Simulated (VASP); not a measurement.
# Si in VASP: a series of runs

Si is run at these levels: PBE; tasks: single point.

Everything below comes from runs of VASP 6.6.1. Logs are shortened: lines on timing, memory, paths and dates and some standing lists are left out, and cuts for length are marked.

### Step 1. The cell of the first run

The cell holds a disordered packing, 24 atoms: a = 7.719 Å, b = 7.787 Å, c = 7.532 Å, α = 86.04°, β = 89.99°, γ = 90.66°.

### Step 2. Single point, PBE

INCAR reads:

```
  PREC = Accurate
  ENCUT = 400
  EDIFF = 1E-6
  ISMEAR = -1
  SIGMA = 0.2413
  LREAL = Auto
  LASPH = True
  NELM = 120
  ALGO = Normal
  ISIF = 2
  LWAVE = False
  LCHARG = False
  GGA = PE
  NBANDS = 66
  ISYM = -1
  GGA_COMPAT = False
```

KPOINTS reads:

```
explicit points
1
Reciprocal
  0.25000000   0.25000000   0.25000000 1
```

POSCAR reads:

```
Si
1.0
    7.7190500000     -0.0443600000      0.0013740000
   -0.0443600000      7.7822710000      0.2647900000
    0.0013740000      0.2647900000      7.5276290000
Si
24
Direct
   -0.0783717498      0.7730238998      0.2720493643
    0.9335711764      0.3631646037     -0.0026252731
    0.0905097254      0.8537262079     -0.0966528136
    0.4067566538      1.0399161971      1.0805924025
   -0.0532748707      0.7446230339      0.5537614123
    0.3432513772      0.6581887290      0.1919278406
    0.2609579738      0.1753239211      0.7254157216
    0.6686994278      0.4293912369      0.1517298078
    0.3436872455      0.8829665978      0.3801790774
    0.5269031891      0.5250655989      0.4642269053
    0.6253125327      0.7971529090      1.0116428030
    0.0689641694      0.4137630321      0.5164893129
    0.2506651457      0.7309831100      0.6387320056
    0.4422477041      0.4008474531     -0.0593504336
    1.0914124515      0.1431989145      0.0116594161
    0.8442804611      0.1856341765      0.5776117400
    0.8233185601      0.6393490901      0.8256147473
    0.2254740029      0.3541979115      0.2824724935
    0.6253450115      0.1089174350      0.8873118652
    0.6592856432      0.9353195772      0.3813191206
    0.5020613324      0.8716994668      0.7467689848
    0.4920193718      0.2509440191      0.2938465085
    0.0748552188      0.0359249684      0.4311897646
    0.7027182645      0.3584990280      0.7202310990
```

Potentials or basis: VASP PAW PBE potentials, release 64 (Si).

Started as:

```
cat potpaw_PBE.64/Si/POTCAR > POTCAR
mpirun -np 1 vasp_std > vasp.out
```

OUTCAR:

```text
PREC = Accurate
   ENCUT = 400
   EDIFF = 1E-6
   ISMEAR = -1
   LREAL = Auto
   LASPH = True
   NELM = 120
   ISIF = 2
   GGA = PE
   ISYM = -1

 ion  position               nearest neighbor table
   1  0.922  0.773  0.272-   5 2.13  20 2.56  23 2.70  11 3.01   3 3.09
   2  0.934  0.363  0.997-  15 2.11   8 2.43  17 2.58  24 2.75  18 3.11
   3  0.091  0.854  0.903-  15 2.45  13 2.59  17 2.73   5 3.03   7 3.04   1 3.09
   4  0.407  0.040  0.081-  19 2.26  22 2.46   9 2.54  15 2.61  11 2.63  14 2.94  21 3.01   7 3.03
                            20 3.06   6 3.07
   5  0.947  0.745  0.554-   1 2.13  17 2.35  13 2.43  23 2.58  12 2.79  20 2.94   3 3.03
   6  0.343  0.658  0.192-   9 2.33  18 2.57  10 2.65  11 2.74  14 2.96   4 3.07   8 3.12
   7  0.261  0.175  0.725-  15 2.52  12 2.79  14 2.83  23 2.91  21 3.02   4 3.03   3 3.04  19 3.10

   8  0.669  0.429  0.152-  22 2.17  14 2.38   2 2.43  10 2.75  11 3.01  17 3.09   6 3.12
   9  0.344  0.883  0.380-  13 2.32   6 2.33  23 2.45  20 2.47   4 2.54  21 3.02  22 3.10
  10  0.527  0.525  0.464-  22 2.58  24 2.63   6 2.65   8 2.75  13 3.04  18 3.04
  11  0.625  0.797  0.012-  21 2.25  17 2.47  19 2.54   4 2.63   6 2.74   8 3.01   1 3.01  20 3.06

  12  0.069  0.414  0.516-  18 2.22  16 2.49   5 2.79   7 2.79  13 3.03  23 3.06
  13  0.251  0.731  0.639-   9 2.32  21 2.39   5 2.43   3 2.59  12 3.03  10 3.04  23 3.08
  14  0.442  0.401  0.941-   8 2.38  24 2.65  19 2.74   7 2.83  22 2.86   4 2.94   6 2.96  18 3.07

  15  0.091  0.143  0.012-   2 2.11   3 2.45   7 2.52   4 2.61  18 2.89
  16  0.844  0.186  0.578-  24 2.10  23 2.44  12 2.49  20 2.89  19 2.90
  17  0.823  0.639  0.826-   5 2.35  11 2.47  24 2.54   2 2.58   3 2.73   8 3.09  21 3.12
  18  0.225  0.354  0.282-  12 2.22  22 2.22   6 2.57  23 2.88  15 2.89  10 3.04  14 3.07   2 3.11

  19  0.625  0.109  0.887-   4 2.26  24 2.31  21 2.38  11 2.54  14 2.74  16 2.90   7 3.10
  20  0.659  0.935  0.381-   9 2.47   1 2.56  22 2.83  16 2.89   5 2.94  21 3.02   4 3.06  11 3.06

  21  0.502  0.872  0.747-  11 2.25  19 2.38  13 2.39   4 3.01  20 3.02   9 3.02   7 3.02  17 3.12

  22  0.492  0.251  0.294-   8 2.17  18 2.22   4 2.46  10 2.58  20 2.83  14 2.86   9 3.10
  23  0.075  0.036  0.431-  16 2.44   9 2.45   5 2.58   1 2.70  18 2.88   7 2.91  12 3.06  13 3.08

  24  0.703  0.358  0.720-  16 2.10  19 2.31  17 2.54  10 2.63  14 2.65   2 2.75

IMPORTANT INFORMATION: All symmetrisations will be switched off!
NOSYMM: (Re-)initialisation of all symmetry stuff for point group C_1.

----------------------------------------------------------------------------------------

                                     Primitive cell

  volume of cell :     451.6417

  direct lattice vectors                    reciprocal lattice vectors
     7.719050000 -0.044360000  0.001374000     0.129553883  0.000740165 -0.000049683
    -0.044360000  7.782271000  0.264790000     0.000740165  0.128655400 -0.004525685
     0.001374000  0.264790000  7.527629000    -0.000049683 -0.004525685  0.133003157

  length of vectors
     7.719177586  7.786900762  7.532284779     0.129556007  0.128737103  0.133080142

  position of ions in fractional coordinates (direct lattice)
     0.921628250  0.773023900  0.272049364
     0.933571176  0.363164604  0.997374727
     0.090509725  0.853726208  0.903347186
     0.406756654  0.039916197  0.080592403
     0.946725129  0.744623034  0.553761412
     0.343251377  0.658188729  0.191927841
[... 16 lines left out ...]
     0.074855219  0.035924968  0.431189765
     0.702718264  0.358499028  0.720231099

  ion indices of the primitive-cell ions
   primitive index   ion index
                 1           1
                 2           2
                 3           3
                 4           4
                 5           5
                 6           6
[... 16 lines left out ...]
                23          23
                24          24

----------------------------------------------------------------------------------------

 KPOINTS: explicit points

Read explicit list of k-points.

 Found      1 k-points:

 Following reciprocal coordinates:
            Coordinates               Weight
  0.250000  0.250000  0.250000      1.000000
   k-points           NKPTS =      1   k-points in BZ     NKDIM =      1   number of bands    NBANDS=     66
   number of dos      NEDOS =    301   number of ions     NIONS =     24
   total plane-waves  NPLWV = 135000
   dimension x,y,z NGX =    50 NGY =   54 NGZ =   50
   dimension x,y,z NGXF=   100 NGYF=  108 NGZF=  100
   ions per type =              24
   NGX,Y,Z   is equivalent  to a cutoff of  10.77, 11.53, 11.04 a.u.
   NGXF,Y,Z  is equivalent  to a cutoff of  21.54, 23.06, 22.07 a.u.
 SYSTEM =  unknown system
   PREC   = accura    normal or accurate (medium, high low for compatibility)
   ISTART =      0    job   : 0-new  1-cont  2-samecut
   ICHARG =      2    charge: 1-file 2-atom 10-const
   ISPIN  =      1    spin polarized calculation?
   LNONCOLLINEAR =      F non collinear calculations
   LSORBIT =      F    spin-orbit coupling
   LASPH  =      T    aspherical Exc in radial PAW
   ENCUT  =  400.0 eV  29.40 Ry    5.42 a.u.  12.59 12.70 12.28*2*pi/ulx,y,z
   NELM   =    120;   NELMIN=  2; NELMDL= -5     # of ELM steps
   EDIFF  = 0.1E-05   stopping-criterion for ELM
   LREAL  =      T    real-space projection
   EDIFFG = 0.1E-04   stopping-criterion for IOM
   NSW    =      0    number of steps for IOM
   IBRION =     -1    ionic relax: 0-MD 1-quasi-New 2-CG
   NFREE  =      0    steps in history (QN), initial steepest desc. (CG)
   ISIF   =      2    stress and relaxation
   ISYM   =     -1    0-nonsym 1-usesym 2-fastsym
   POTIM  = 0.5000    time-step for ionic-motion
   TEBEG  =    0.0;   TEEND  =   0.0 temperature during run
   PSTRESS=    0.0 pullay stress
   NELECT =      96.0000    total number of electrons
   NUPDOWN=      -1.0000    fix difference up-down
   EMIN   =  10.00;   EMAX   =-10.00  energy-range for DOS
   EFERMI =   0.00;   METHOD = LEGACY
   ISMEAR =    -1;   SIGMA  =   0.24  broadening in eV -4-tet -1-fermi 0-gaus
   EFERMI_NEDOS =   21; number of points for ismear=-14 and -15
   IALGO  =     38    algorithm
   IMIX   =      4    mixing-type and parameters
     AMIX     =   0.40;   BMIX     =  1.00
     AMIX_MAG =   1.60;   BMIX_MAG =  1.00
  volume/ion in A,a.u.               =      18.82       126.99
  Fermi-wavevector in a.u.,A,eV,Ry     =   0.977014  1.846288 12.987515  0.954555
  Thomas-Fermi vector in A             =   2.107678
   LORBIT       =      0    0 simple, 1 ext, 2 COOP (PROOUT), +10 PAW based schemes
   GGA     = PE    functional components
   LHFCALC =     F    Hartree Fock is set to
   AEXX    =    0.0000 exact exchange contribution
   IVDW    =     0    specifies the selected vdW correction
   LEPSILON=     F    determine dielectric tensor
   LRPA    =     F    only Hartree local field effects (RPA)
 non-spin polarized calculation
  energy-cutoff  :      400.00
  volume of cell :      451.64
 maximum number of plane-waves:      8193
 NGX is ok and might be reduce to    50
   NGX = 25   NGY = 25   NGZ = 25

 number of electron      96.0000001 magnetization

 Free energy of the ion-electron system (eV)
  ---------------------------------------------------
  ext. energy  EPLUGINS =         0.00000000
  ---------------------------------------------------
  free energy    TOTEN  =      -113.33163303 eV

  energy without entropy =     -111.16570780  energy(sigma->0) =     -112.24867041

 E-fermi :   6.7060     XC(G=0):  -9.8953

 val. band max:        6.6288833544   @ k =   0.2500   0.2500   0.2500
 cond. band min:       6.7190845920   @ k =   0.2500   0.2500   0.2500
 fundamental gap:      0.0902012375
 Fermi energy:         6.7059592543

 k-point     1 :       0.2500    0.2500    0.2500
  band No.  band energies     occupation
      1      -5.9606      2.00000
      2      -5.1096      2.00000
      3      -4.6681      2.00000
      4      -4.5054      2.00000
      5      -3.7185      2.00000
      6      -3.5608      2.00000
[... 52 lines left out ...]
     59       8.5050      0.00116
     60       8.7696      0.00039
 [bands above 60 left out]

------------------------ aborting loop because EDIFF is reached ----------------------------------------

  FORCE on cell =-STRESS in cart. coord.  units (eV):
  Direction    XX          YY          ZZ          XY          YZ          ZX
  --------------------------------------------------------------------------------------
  -------------------------------------------------------------------------------------
  Total        6.0738577     -0.8709604      1.4436725     -8.0136668      0.0349941     -9.6357366
  in kB       21.5467202     -3.0896903      5.1213593    -28.4281000      0.1241399    -34.1823151
  external PRESSURE =       7.8594631 kB  Pullay stress =       0.0000000 kB

 VOLUME and BASIS-vectors are now :
 -----------------------------------------------------------------------------
  energy-cutoff  :      400.00
  volume of cell :      451.64
      direct lattice vectors                 reciprocal lattice vectors
     7.719050000 -0.044360000  0.001374000     0.129553883  0.000740165 -0.000049683
    -0.044360000  7.782271000  0.264790000     0.000740165  0.128655400 -0.004525685
     0.001374000  0.264790000  7.527629000    -0.000049683 -0.004525685  0.133003157

 POSITION                                       TOTAL-FORCE (eV/Angst)
 -----------------------------------------------------------------------------------
      7.08018      6.04703      2.25384        -0.772661      0.565466     -3.004168
      7.19154      3.04893      7.60531        -1.998797      2.832214     -0.082723
      0.66202      6.87911      7.02625        -0.007607     -0.451262      0.357573
      3.13811      0.31394      0.61780        -1.145149     -0.154535      0.487628
      7.27555      5.89949      4.36698         0.019318     -1.015046      2.497327
      2.62064      5.15780      1.61951         0.073025     -0.557687     -1.122585
[... 16 lines left out ...]
      0.57681      0.39043      3.25545         0.416871      0.302363     -0.354206
      5.40940      2.94947      5.51753        -1.818459      3.048312      1.150890
 -----------------------------------------------------------------------------------
    total drift:                                0.007373     -0.001684      0.002107

  FREE ENERGIE OF THE ION-ELECTRON SYSTEM (eV)
  ---------------------------------------------------
  free  energy   TOTEN  =      -113.3316330291 eV

  energy  without entropy=     -111.1657077979  energy(sigma->0) =     -112.24867041
```

Run time: 40 s. Hardware: 1 thread of AMD EPYC 7R13 (Zen 3), shared host; peak memory 0.29 GiB.

What came out:

```
Free energy   : -113.3316 eV
Pressure      : 0.8 GPa
Largest force : 3.731 eV/Å
```

Forces in eV/Å, atoms in the order of the input:
```
Si  -0.773  0.565 -3.004
Si  -1.999  2.832 -0.083
Si  -0.008 -0.451  0.358
Si  -1.145 -0.155  0.488
Si   0.019 -1.015  2.497
Si   0.073 -0.558 -1.123
Si  -0.523  0.449  0.108
Si   2.070  2.026 -0.542
Si   0.023  0.537 -0.404
Si  -0.008 -0.136 -0.266
Si   0.688 -1.045  1.694
Si  -0.406  0.114  1.600
Si  -0.195 -0.870  0.711
Si  -0.465  0.168 -0.481
Si   2.118 -2.557 -0.079
Si   1.470 -2.015 -2.164
Si   0.294 -0.268  0.801
Si  -0.920  0.399 -1.526
Si   0.667 -0.015 -0.241
Si   0.165  0.659  0.874
Si  -0.272  0.098 -1.629
Si   0.526 -2.113  1.616
Si   0.417  0.302 -0.354
Si  -1.818  3.048  1.151
```

Caveat: the atoms stand as in a frame of molecular dynamics.

### Step 3. Single point, PBE

INCAR reads:

```
PREC     = Accurate       # precision mode
ENCUT    = 400            # plane-wave cutoff, eV
EDIFF    = 1E-6           # SCF threshold, eV
ISMEAR   = -1             # smearing method
SIGMA    = 0.2413         # smearing width, eV
LREAL    = Auto         
LASPH    = True           # aspherical terms in the spheres
NELM     = 120            # most SCF steps
ALGO     = Normal         # electronic algorithm
ISIF     = 2              # what is computed and relaxed
LWAVE    = False          # write WAVECAR
LCHARG   = True           # write CHGCAR
GGA      = PE             # functional
LELF     = True           # ELF
LVHAR    = True         
NBANDS   = 66             # bands
ISYM     = -1           
GGA_COMPAT= False
```

KPOINTS is that of step 2.

POSCAR reads:

```
Si
1.0
    7.7190500000     -0.0443600000      0.0013740000
   -0.0443600000      7.7822710000      0.2647900000
    0.0013740000      0.2647900000      7.5276290000
Si
24
Direct
   -0.0728803375      0.8285444900      0.1755476847
    0.9893775304      0.5022260880     -0.0421229381
    0.1498936909      0.8016827040     -0.0955239050
    0.4232673829      0.8185114083      1.1194136686
    0.0318164014      0.6898690207      0.5874795193
    0.2303188286      0.5468741792      0.1162916940
    0.3209921587      0.1904258068      0.7727556854
    0.7207212998      0.2804947115      0.1681194084
    0.2929509834      0.8838832249      0.4474319930
    0.7559169011      0.5781726735      0.5104688379
    0.6075168100      0.5592950151      1.1708110940
   -0.0644267542      0.3655482030      0.5073184417
    0.3505175608      0.6482316482      0.6433611607
    0.4625997450      0.4139311529     -0.0935778639
    1.2042870411      0.1356401129      0.0517544321
    1.0230868792      0.1243927465      0.8095247950
    0.7064037426      0.5891715522      0.8441345430
    0.2535052534      0.4197048994      0.3998422376
    0.7599291755      0.0599348171      0.9515331743
    0.7054949210      1.0879605782      0.4464054443
    0.4289814349      0.9117350415      0.7957945666
    0.4445639626      0.2240867604      0.2409266232
    0.0648106262      0.0621599709      0.4271847897
    0.5091330393      0.2650195037      0.5406682419
```

Potentials or basis: VASP PAW PBE potentials, release 64 (Si).

Started as:

```
cat potpaw_PBE.64/Si/POTCAR > POTCAR
mpirun -np 1 vasp_std > vasp.out
```

Run time: 45 s. Hardware: 1 thread of AMD EPYC 7R13 (Zen 3), shared host; peak memory 0.29 GiB.

The run converged. Its results:

- Free energy: -114.6851 eV
- Pressure: -0.5 GPa
- Largest force: 3.039 eV/Å

Forces in eV/Å, atoms in the order of the input:
```
Si  -0.504  0.583 -0.049
Si  -0.890 -0.355 -1.035
Si  -0.947 -0.046  0.084
Si  -0.539  0.018  0.771
Si   0.679  0.653  0.439
Si   1.748  0.452 -0.429
Si   0.320  0.512 -1.268
Si   2.100 -0.488 -1.073
Si   0.739 -0.066 -1.199
Si  -2.417  1.492 -0.065
Si   0.274  1.191  0.666
Si   2.057 -2.208  0.332
Si   0.348 -1.154  0.395
Si  -0.568  0.581  0.203
Si  -0.066 -0.839  2.920
Si  -1.023  0.593 -1.826
Si   0.165  0.407 -0.513
Si  -0.438 -0.163  1.104
Si  -0.475 -0.565  0.776
Si   1.446 -1.130 -0.720
Si   1.587 -0.632  0.356
Si  -1.668 -0.610  0.007
Si  -1.451  0.268 -0.716
Si  -0.477  1.507  0.839
```

Stress tensor (GPa, compression positive):
```
 2.20 -3.24 -1.45
-3.24 -1.06 -0.48
-1.45 -0.48 -2.49
```

Levels at points of the mesh, in eV from the Fermi level:
| k point | band 46 | band 47 | band 48 | band 49 | band 50 | band 51 |
| --- | --- | --- | --- | --- | --- | --- |
| (0.25, 0.25, 0.25) | -0.58 | -0.38 | -0.06 | 0.05 | 0.46 | 0.56 |

Caveat: the atoms stand as in a frame of molecular dynamics.
